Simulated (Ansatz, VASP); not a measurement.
One calculation of Sr, two programs

INCAR

```
  PREC = Accurate
  ENCUT = 600
  EDIFF = 1E-6
  ISMEAR = 1
  SIGMA = 0.15
  LREAL = False
  LASPH = True
  NELM = 100
  ALGO = Normal
  ISIF = 3
  LWAVE = False
  LCHARG = False
  GGA = PE
  IBRION = 2
  NSW = 100
  EDIFFG = -0.01
```

The input KPOINTS:

```
Automatic mesh
0
Gamma
  6 6 3
```

File POSCAR:

```
Sr
1.0
    4.3100000000      0.0000000000      0.0000000000
   -2.1550000000      3.7325694903      0.0000000000
    0.0000000000      0.0000000000      7.0500000000
Sr
2
Direct
    0.2921278633      0.5712051867      0.2596349600
    0.6127858667      0.3221728833      0.7867426600
```

Input for Ansatz:

```yaml
crystal:
  lattice:
    - [4.31, 0.0, 0.0]
    - [-2.155, 3.7325694903, 0.0]
    - [0.0, 0.0, 7.05]
  atoms:
    - { symbol: Sr, position: [0.2921278633, 0.5712051867, 0.25963496] }
    - { symbol: Sr, position: [0.6127858667, 0.3221728833, 0.78674266] }
kpoints:
  mp_grid: { grid: [6, 6, 3] }
scf:
  occupations: { method: methfessel_paxton, width: 0.15 }
hamiltonian:
  xc: pbe
  pseudopotentials: { kind: paw }
output:
  forces: true
  stress: true
  efg: { contact_densities: true }
relax:
  f_tol: 0.01
  max_steps: 80
  cell: {}
basis:
  ecutrho_ratio: 4
```

Alike in both runs: task relaxation of cell and atoms; functional PBE; k mesh 6 × 6 × 3; occupations methfessel-paxton of order 1, width 0.15 eV; no spin polarisation.

|  | VASP | Ansatz |
| --- | --- | --- |
| version | VASP 6.6.1 | Ansatz 0.2.0 |
| potentials or method | VASP PAW PBE potentials, release 64 (Sr_sv) | PAW with Ansatz's default frozen-core files, scalar-relativistic |
| plane-wave cutoff (eV) | 600 | 420 |
| valence electrons in the cell | 20 | 20 |

```csv
,VASP,Ansatz,Ansatz less VASP
relaxed volume (Å³/atom),55.59,55.58,-0.014
relaxed cell length with the largest relative difference (Å),4.367,4.333,-0.0346
```
